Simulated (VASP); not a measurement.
# CdS (F-43m) in VASP: a series of runs

CdS is run at these levels: PBE; tasks: single point.

Program: VASP 6.6.1. These are calculated values, not measurements. Logs are shortened: lines on timing, memory, paths and dates and some standing lists are left out, and cuts for length are marked.

## 1. The cell of the first run

The structure is cubic, space group F-43m (No. 216). Conventional cell: a = 5.820 Å, b = 5.820 Å, c = 5.820 Å, α = 90.00°, β = 90.00°, γ = 90.00°. Cd (site symmetry -43m) has 4 S at 2.52 Å within 3.3 Å. S (site symmetry -43m) has 4 Cd at 2.52 Å within 3.3 Å.

## 2. Single point, PBE

The input, INCAR:

```
SYSTEM = CdS
PREC = Accurate
ENCUT = 500
EDIFF = 1E-6
ISMEAR = 0
SIGMA = 0.01
LREAL = .FALSE.
LASPH = .TRUE.
NELM = 120
ALGO = Normal
ISIF = 2
LWAVE = .FALSE.
LCHARG = .FALSE.
GGA = PE
NBANDS = 16
GGA_COMPAT = .FALSE.
```

The input, KPOINTS:

```
Automatic mesh
0
G
  4 4 4
  0 0 0
```

The input, POSCAR:

```
CdS
1.0
    0.0000000000      2.9100000000      2.9100000000
    2.9100000000      0.0000000000      2.9100000000
    2.9100000000      2.9100000000      0.0000000000
Cd S
1 1
Direct
    0.0000000000      0.0000000000      0.0000000000
    0.2500000000      0.2500000000      0.2500000000
```

Potentials or basis: VASP PAW PBE potentials, release 64 (Cd, S).

Run with:

```sh
$ cat potpaw_PBE.64/Cd/POTCAR potpaw_PBE.64/S/POTCAR > POTCAR
$ mpirun -np 1 vasp_std > vasp.out
```

OUTCAR:

```text
SYSTEM = CdS
   PREC = Accurate
   ENCUT = 500
   EDIFF = 1E-6
   ISMEAR = 0
   LREAL = .FALSE.
   LASPH = .TRUE.
   NELM = 120
   ISIF = 2
   GGA = PE

 ion  position               nearest neighbor table
   1  0.000  0.000  0.000-   2 2.52   2 2.52   2 2.52   2 2.52
   2  0.250  0.250  0.250-   1 2.52   1 2.52   1 2.52   1 2.52

  LATTYP: Found a face centered cubic cell.
 ALAT       =     5.8200000000

  Lattice vectors:

 A1 = (   0.0000000000,   2.9100000000,   2.9100000000)
 A2 = (   2.9100000000,   0.0000000000,   2.9100000000)
 A3 = (   2.9100000000,   2.9100000000,   0.0000000000)

Analysis of symmetry for initial positions (statically):
=====================================================================
 Subroutine PRICEL returns:
 Original cell was already a primitive cell.

 Routine SETGRP: Setting up the symmetry group for a
 face centered cubic supercell.

 Subroutine GETGRP returns: Found 24 space group operations
 (whereof 24 operations were pure point group operations)
 out of a pool of 48 trial point group operations.

The static configuration has the point symmetry T_d .

Analysis of symmetry for dynamics (positions and initial velocities):
=====================================================================
 Subroutine PRICEL returns:
 Original cell was already a primitive cell.

 Routine SETGRP: Setting up the symmetry group for a
 face centered cubic supercell.

 Subroutine GETGRP returns: Found 24 space group operations
 (whereof 24 operations were pure point group operations)
 out of a pool of 48 trial point group operations.

The dynamic configuration has the point symmetry T_d .

 Subroutine INISYM returns: Found 24 space group operations
 (whereof 24 operations are pure point group operations),
 and found     1 'primitive' translations

----------------------------------------------------------------------------------------

                                     Primitive cell

  volume of cell :      49.2843

  direct lattice vectors                    reciprocal lattice vectors
     0.000000000  2.910000000  2.910000000    -0.171821306  0.171821306  0.171821306
     2.910000000  0.000000000  2.910000000     0.171821306 -0.171821306  0.171821306
     2.910000000  2.910000000  0.000000000     0.171821306  0.171821306 -0.171821306

  length of vectors
     4.115361467  4.115361467  4.115361467     0.297603232  0.297603232  0.297603232

  position of ions in fractional coordinates (direct lattice)
     0.000000000  0.000000000  0.000000000
     0.250000000  0.250000000  0.250000000

  ion indices of the primitive-cell ions
   primitive index   ion index
                 1           1
                 2           2

----------------------------------------------------------------------------------------

 KPOINTS: Automatic mesh

Automatic generation of k-mesh.
 Grid dimensions read from file:
 generate k-points for:    4    4    4

 Generating k-lattice:

  Cartesian coordinates                     Fractional coordinates (reciprocal lattice)
    -0.042955326  0.042955326  0.042955326     0.250000000  0.000000000  0.000000000
     0.042955326 -0.042955326  0.042955326     0.000000000  0.250000000  0.000000000
     0.042955326  0.042955326 -0.042955326     0.000000000  0.000000000  0.250000000

  Length of vectors
     0.074400808  0.074400808  0.074400808

  Shift w.r.t. Gamma in fractional coordinates (k-lattice)
     0.000000000  0.000000000  0.000000000

 Subroutine IBZKPT returns following result:
 ===========================================

 Found      8 irreducible k-points:

 Following reciprocal coordinates:
            Coordinates               Weight
  0.000000  0.000000  0.000000      1.000000
  0.250000  0.000000  0.000000      8.000000
  0.500000  0.000000  0.000000      4.000000
  0.250000  0.250000  0.000000      6.000000
  0.500000  0.250000  0.000000     24.000000
 -0.250000  0.250000  0.000000     12.000000
  0.500000  0.500000  0.000000      3.000000
 -0.250000  0.500000  0.250000      6.000000
   k-points           NKPTS =      8   k-points in BZ     NKDIM =      8   number of bands    NBANDS=     16
   number of dos      NEDOS =    301   number of ions     NIONS =      2
   total plane-waves  NPLWV =  27000
   dimension x,y,z NGX =    30 NGY =   30 NGZ =   30
   dimension x,y,z NGXF=    60 NGYF=   60 NGZF=   60
   ions per type =               1   1
   NGX,Y,Z   is equivalent  to a cutoff of  12.12, 12.12, 12.12 a.u.
   NGXF,Y,Z  is equivalent  to a cutoff of  24.24, 24.24, 24.24 a.u.
 SYSTEM =  CdS
   PREC   = accura    normal or accurate (medium, high low for compatibility)
   ISTART =      0    job   : 0-new  1-cont  2-samecut
   ICHARG =      2    charge: 1-file 2-atom 10-const
   ISPIN  =      1    spin polarized calculation?
   LNONCOLLINEAR =      F non collinear calculations
   LSORBIT =      F    spin-orbit coupling
   LASPH  =      T    aspherical Exc in radial PAW
   ENCUT  =  500.0 eV  36.75 Ry    6.06 a.u.   7.50  7.50  7.50*2*pi/ulx,y,z
   NELM   =    120;   NELMIN=  2; NELMDL= -5     # of ELM steps
   EDIFF  = 0.1E-05   stopping-criterion for ELM
   LREAL  =      F    real-space projection
   EDIFFG = 0.1E-04   stopping-criterion for IOM
   NSW    =      0    number of steps for IOM
   IBRION =     -1    ionic relax: 0-MD 1-quasi-New 2-CG
   NFREE  =      0    steps in history (QN), initial steepest desc. (CG)
   ISIF   =      2    stress and relaxation
   ISYM   =      2    0-nonsym 1-usesym 2-fastsym
   POTIM  = 0.5000    time-step for ionic-motion
   TEBEG  =    0.0;   TEEND  =   0.0 temperature during run
   PSTRESS=    0.0 pullay stress
   NELECT =      18.0000    total number of electrons
   NUPDOWN=      -1.0000    fix difference up-down
   EMIN   =  10.00;   EMAX   =-10.00  energy-range for DOS
   EFERMI =   0.00;   METHOD = LEGACY
   ISMEAR =     0;   SIGMA  =   0.01  broadening in eV -4-tet -1-fermi 0-gaus
   EFERMI_NEDOS =   21; number of points for ismear=-14 and -15
   IALGO  =     38    algorithm
   IMIX   =      4    mixing-type and parameters
     AMIX     =   0.40;   BMIX     =  1.00
     AMIX_MAG =   1.60;   BMIX_MAG =  1.00
  volume/ion in A,a.u.               =      24.64       166.29
  Fermi-wavevector in a.u.,A,eV,Ry     =   1.170207  2.211371 18.631605  1.369384
  Thomas-Fermi vector in A             =   2.306669
   LORBIT       =      0    0 simple, 1 ext, 2 COOP (PROOUT), +10 PAW based schemes
   GGA     = PE    functional components
   LHFCALC =     F    Hartree Fock is set to
   AEXX    =    0.0000 exact exchange contribution
   IVDW    =     0    specifies the selected vdW correction
   LEPSILON=     F    determine dielectric tensor
   LRPA    =     F    only Hartree local field effects (RPA)
 non-spin polarized calculation
 Gauss-broadening in eV      SIGMA  =   0.01
  energy-cutoff  :      500.00
  volume of cell :       49.28
 maximum number of plane-waves:      1283
 NGX is ok and might be reduce to    30
   NGX = 15   NGY = 15   NGZ = 15

 number of electron      18.0000005 magnetization

 Free energy of the ion-electron system (eV)
  ---------------------------------------------------
  ext. energy  EPLUGINS =         0.00000000
  ---------------------------------------------------
  free energy    TOTEN  =        -6.08032603 eV

  energy without entropy =       -6.08032603  energy(sigma->0) =       -6.08032603

 E-fermi :   1.4898     XC(G=0):  -9.1718

 val. band max:        1.3953649543   @ k =   0.0000   0.0000   0.0000
 cond. band min:       2.5484780793   @ k =   0.0000   0.0000   0.0000
 fundamental gap:      1.1531131249
 Fermi energy:         1.4898090343

 k-point     1 :       0.0000    0.0000    0.0000
  band No.  band energies     occupation
      1     -11.0137      2.00000
      2      -6.3788      2.00000
      3      -6.3788      2.00000
      4      -6.3788      2.00000
      5      -5.8922      2.00000
      6      -5.8922      2.00000
[... 8 lines left out ...]
     15      12.8741      0.00000
     16      12.8741      0.00000

 k-point     2 :       0.2500    0.0000    0.0000
  band No.  band energies     occupation
      1     -10.7972      2.00000
      2      -6.3064      2.00000
      3      -6.3064      2.00000
      4      -6.1300      2.00000
      5      -5.8878      2.00000
      6      -5.8878      2.00000
[... 8 lines left out ...]
     15      12.0370      0.00000
     16      12.7357      0.00000

 k-point     3 :       0.5000    0.0000    0.0000
  band No.  band energies     occupation
      1     -10.5811      2.00000
      2      -6.2567      2.00000
      3      -6.2567      2.00000
      4      -5.8535      2.00000
      5      -5.8535      2.00000
      6      -5.5038      2.00000
[... 8 lines left out ...]
     15      13.9507      0.00000
     16      13.9507      0.00000

 k-point     4 :       0.2500    0.2500    0.0000
  band No.  band energies     occupation
      1     -10.7270      2.00000
      2      -6.2168      2.00000
      3      -6.2168      2.00000
      4      -6.2059      2.00000
      5      -5.9090      2.00000
      6      -5.8479      2.00000
[... 8 lines left out ...]
     15      13.2483      0.00000
     16      16.1334      0.00000

 k-point     5 :       0.5000    0.2500    0.0000
  band No.  band energies     occupation
      1     -10.5158      2.00000
      2      -6.2027      2.00000
      3      -6.1375      2.00000
      4      -5.9844      2.00000
      5      -5.8384      2.00000
      6      -5.4707      2.00000
[... 8 lines left out ...]
     15      14.0665      0.00000
     16      15.0401      0.00000

 k-point     6 :      -0.2500    0.2500    0.0000
  band No.  band energies     occupation
      1     -10.5848      2.00000
      2      -6.2246      2.00000
      3      -6.2106      2.00000
      4      -5.9181      2.00000
      5      -5.9039      2.00000
      6      -5.6366      2.00000
[... 8 lines left out ...]
     15      13.7596      0.00000
     16      14.7783      0.00000

 k-point     7 :       0.5000    0.5000    0.0000
  band No.  band energies     occupation
      1     -10.4477      2.00000
      2      -6.1646      2.00000
      3      -6.0238      2.00000
      4      -6.0238      2.00000
      5      -5.8032      2.00000
      6      -5.4381      2.00000
[... 8 lines left out ...]
     15      13.7530      0.00000
     16      14.9040      0.00000

 k-point     8 :      -0.2500    0.5000    0.2500
  band No.  band energies     occupation
      1     -10.4495      2.00000
      2      -6.1441      2.00000
      3      -6.1223      2.00000
      4      -5.9318      2.00000
      5      -5.8848      2.00000
      6      -5.2476      2.00000
[... 8 lines left out ...]
     15      14.6331      0.00000
     16      14.7324      0.00000

------------------------ aborting loop because EDIFF is reached ----------------------------------------

  FORCE on cell =-STRESS in cart. coord.  units (eV):
  Direction    XX          YY          ZZ          XY          YZ          ZX
  --------------------------------------------------------------------------------------
  -------------------------------------------------------------------------------------
  Total        1.1763793      1.1763793      1.1763793     -0.0000000      0.0000000     -0.0000000
  in kB       38.2427397     38.2427397     38.2427397     -0.0000000      0.0000000     -0.0000000
  external PRESSURE =      38.2427397 kB  Pullay stress =       0.0000000 kB

 VOLUME and BASIS-vectors are now :
 -----------------------------------------------------------------------------
  energy-cutoff  :      500.00
  volume of cell :       49.28
      direct lattice vectors                 reciprocal lattice vectors
     0.000000000  2.910000000  2.910000000    -0.171821306  0.171821306  0.171821306
     2.910000000  0.000000000  2.910000000     0.171821306 -0.171821306  0.171821306
     2.910000000  2.910000000  0.000000000     0.171821306  0.171821306 -0.171821306

 POSITION                                       TOTAL-FORCE (eV/Angst)
 -----------------------------------------------------------------------------------
      0.00000      0.00000      0.00000        -0.000000     -0.000000     -0.000000
      1.45500      1.45500      1.45500         0.000000      0.000000      0.000000
 -----------------------------------------------------------------------------------
    total drift:                               -0.000000     -0.000000     -0.000000

  FREE ENERGIE OF THE ION-ELECTRON SYSTEM (eV)
  ---------------------------------------------------
  free  energy   TOTEN  =        -6.0803260279 eV

  energy  without entropy=       -6.0803260279  energy(sigma->0) =       -6.08032603
```

Run time: 8.9 s. Hardware: 1 thread of AMD EPYC 7R13 (Zen 3), shared host; peak memory 0.13 GiB.

Results:

- Free energy: -6.0803 eV
- Pressure: 3.8 GPa
- Band gap on the k mesh: 1.15 eV, direct

Levels at points of the mesh, in eV from the valence-band top:
| k point | band 5 | band 6 | band 7 | band 8 | band 9 | band 10 | band 11 | band 12 | band 13 | band 14 |
| --- | --- | --- | --- | --- | --- | --- | --- | --- | --- | --- |
| (0.00, 0.00, 0.00) | -7.29 | -7.29 | 0.00 | 0.00 | 0.00 | 1.15 | 6.53 | 6.53 | 6.53 | 11.47 |
| (0.50, 0.00, 0.00) | -7.25 | -6.90 | -4.45 | -0.76 | -0.76 | 3.01 | 7.00 | 7.00 | 7.49 | 11.10 |
| (0.50, 0.50, 0.00) | -7.20 | -6.83 | -3.99 | -1.91 | -1.91 | 3.53 | 4.35 | 9.26 | 10.81 | 10.81 |

Caveat: the k points lie up to 0.47 Å⁻¹ apart. Expect the measured gap to be larger: semilocal functionals such as PBE lack the derivative discontinuity.

## 3. Single point, PBE

The input, INCAR:

```
PREC = Accurate ; ENCUT = 500
EDIFF = 1E-6 ; ISMEAR = 0
SIGMA = 0.01 ; LREAL = False
LASPH = True ; NELM = 120
ALGO = Normal ; ISIF = 2
LWAVE = False ; LCHARG = True
GGA = PE ; LELF = True
LVHAR = True ; NBANDS = 16
GGA_COMPAT = False
```

The input, KPOINTS:

```
Automatic mesh
0
Gamma
  4 4 4
```

POSCAR is that of step 2.

Potentials or basis: VASP PAW PBE potentials, release 64 (Cd, S).

Run with:

```sh
$ cat potpaw_PBE.64/Cd/POTCAR potpaw_PBE.64/S/POTCAR > POTCAR
$ mpirun -np 1 vasp_std > vasp.out
```

It took 9 s on 1 thread of AMD EPYC 7R13 (Zen 3), shared host; peak memory 0.13 GiB.

The run converged. Its results:

| Property | Result |
| --- | --- |
| Free energy | -6.0803 eV |
| Pressure | 3.8 GPa |
| Band gap on the k mesh | 1.15 eV, direct |

Levels at points of the mesh, in eV from the valence-band top:
```tsv
k point	band 6	band 7	band 8	band 9	band 10	band 11	band 12	band 13
(0.00, 0.00, 0.00)	-7.29	0.00	0.00	0.00	1.15	6.53	6.53	6.53
(0.50, 0.00, 0.00)	-6.90	-4.45	-0.76	-0.76	3.01	7.00	7.00	7.49
(0.50, 0.50, 0.00)	-6.83	-3.99	-1.91	-1.91	3.53	4.35	9.26	10.81
```

Caveat: the k points lie up to 0.47 Å⁻¹ apart.

## 4. Single point, PBE

This run uses another cell than the first one, of 26.12 Å³/atom, 1.060 times its volume.

The input, INCAR:

```
  PREC = Accurate
  ENCUT = 500
  EDIFF = 1E-6
  ISMEAR = 0
  SIGMA = 0.01
  LREAL = F
  LASPH = T
  NELM = 120
  ALGO = Normal
  ISIF = 2
  LWAVE = F
  LCHARG = F
  GGA = PE
  NBANDS = 16
  GGA_COMPAT = F
```

KPOINTS is that of step 3.

The input, POSCAR:

```
CdS
1.0
    0.0000000000      2.9670733100      2.9670733100
    2.9670733100      0.0000000000      2.9670733100
    2.9670733100      2.9670733100      0.0000000000
Cd S
1 1
Direct
    0.0000000000      0.0000000000      0.0000000000
    0.2500000000      0.2500000000      0.2500000000
```

Run with:

```sh
$ cat potpaw_PBE.64/Cd/POTCAR potpaw_PBE.64/S/POTCAR > POTCAR
$ mpirun -np 1 vasp_std > vasp.out
```

Wall time 12 s (1 thread of AMD EPYC 7R13 (Zen 3), shared host); peak memory 0.14 GiB.

The run converged. Its results:

* Free energy: -6.1164 eV
* Pressure: 0.2 GPa
* Band gap on the k mesh: 1.02 eV, direct

Levels at points of the mesh, in eV from the valence-band top:
```csv
k point,band 7,band 8,band 9,band 10,band 11,band 12
"(0.00, 0.00, 0.00)",0.00,0.00,0.00,1.02,6.53,6.53
"(0.50, 0.00, 0.00)",-4.11,-0.68,-0.68,2.92,6.99,6.99
"(0.50, 0.50, 0.00)",-3.74,-1.71,-1.71,3.62,4.26,9.02
```

Caveat: the k points lie up to 0.46 Å⁻¹ apart.

## 5. Single point, PBE

This run uses another cell than the first one, of 26.12 Å³/atom, 1.060 times its volume.

The input, INCAR:

```
SYSTEM = CdS
ALGO = Normal ; EDIFF = 1E-6
ENCUT = 500 ; GGA = PE
GGA_COMPAT = .False. ; ISIF = 2
ISMEAR = 0 ; LASPH = .True.
LCHARG = .False. ; LREAL = .False.
LWAVE = .False. ; NBANDS = 16
NELM = 120 ; PREC = Accurate
SIGMA = 0.01
```

The input, KPOINTS:

```
k-points
0
Gamma
  4 4 4
  0 0 0
```

POSCAR is that of step 4.

Run with:

```sh
$ cat potpaw_PBE.64/Cd/POTCAR potpaw_PBE.64/S/POTCAR > POTCAR
$ mpirun -np 1 vasp_std > vasp.out
```

Wall time 15 s (1 thread of AMD EPYC 7R13 (Zen 3), shared host); peak memory 0.14 GiB.

The run converged. Its results:

| Item | Value |
| --- | --- |
| Free energy | -6.1164 eV |
| Pressure | 0.2 GPa |
| Band gap on the k mesh | 1.02 eV, direct |

Levels at points of the mesh, in eV from the valence-band top:
```tsv
k point	band 5	band 6	band 7	band 8	band 9	band 10	band 11	band 12	band 13	band 14
(0.00, 0.00, 0.00)	-7.17	-7.17	0.00	0.00	0.00	1.02	6.53	6.53	6.53	11.14
(0.50, 0.00, 0.00)	-7.14	-6.83	-4.11	-0.68	-0.68	2.92	6.99	6.99	7.31	10.92
(0.50, 0.50, 0.00)	-7.09	-6.77	-3.74	-1.71	-1.71	3.62	4.26	9.02	10.46	10.46
```

Caveat: the k points lie up to 0.46 Å⁻¹ apart. A hybrid or GW would open this gap; PBE tends to underestimate it.
